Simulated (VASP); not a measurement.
Mg4S:

```
Mg S
1.0
    -3.12554    3.12554    3.12554
     3.12554   -3.12554    3.12554
     3.12554    3.12554   -3.12554
Mg S
4 1
Direct
  0.00000 0.00000 0.74631
  0.74631 0.00000 0.00000
  0.00000 0.74631 0.00000
  0.25369 0.25369 0.25369
  0.00000 0.00000 0.00000
```

The cell was generated, and may not be a known phase.

| Property | Result |
| --- | --- |
| Program | VASP 6.6.1 |
| Task | relaxation of cell and atoms |
| Functional | PBE |
| Potentials or basis | VASP PAW PBE potentials, release 64 (Mg, S) |
| Cutoff | 600 eV |
| k mesh | 4 × 4 × 4 |
| Occupations | gaussian, width 0.2 eV |
| Spin | no spin polarisation |

At the start: pressure 156.8 GPa; volume 24.43 Å³/atom.

Problem. How do energy, volume and symmetry change on relaxing?

Solution. Over 20 steps the energy falls by 14743.7 meV/atom and the volume is 24.21 Å³/atom (-0.9 %); space group I-43m (No. 217, to 0.1 Å) before and after.

Step by step:
```csv
step,energy change (eV),largest force (eV/Å),pressure (GPa),volume (Å³)
1,0.0000,68.2481,156.84,122.13
2,-35.8991,29.8273,7.71,1219.81
3,-57.9653,11.1254,3.97,988.67
4,-61.3792,8.0937,3.17,923.37
5,-65.8330,3.8725,1.88,784.85
6,-69.7648,0.0927,-1.62,356.83
7,-71.5326,0.4909,-4.45,218.95
8,-72.7416,0.2055,-5.25,165.86
9,-73.3750,0.0296,-4.19,142.88
10,-73.6095,0.0001,-2.82,132.24
11,-73.6832,0.0203,-1.82,127.12
12,-73.7049,0.0430,-1.23,124.61
13,-73.7113,0.0584,-0.90,123.37
14,-73.7132,0.0672,-0.74,122.75
15,-73.7139,0.0718,-0.65,122.44
16,-73.7141,0.0742,-0.60,122.29
17,-73.7142,0.0754,-0.58,122.21
18,-73.7143,0.0760,-0.57,122.17
19,-73.7143,0.0763,-0.56,122.15
20,-73.7184,0.0792,-0.30,121.07
```

Final structure:
```
Mg S
1.0
    -3.11645    3.11645    3.11645
     3.11645   -3.11645    3.11645
     3.11645    3.11645   -3.11645
Mg S
4 1
Cartesian
  1.5996 1.5996 -1.5996
  1.5169 4.7160 -1.5169
  1.5996 -1.5996 1.5996
  1.5169 1.5169 1.5169
  3.1164 3.1164 -3.1164
```

Caveat: the relaxation stopped at a loose force limit of 0.08 eV/Å, so its end isn't a converged minimum.
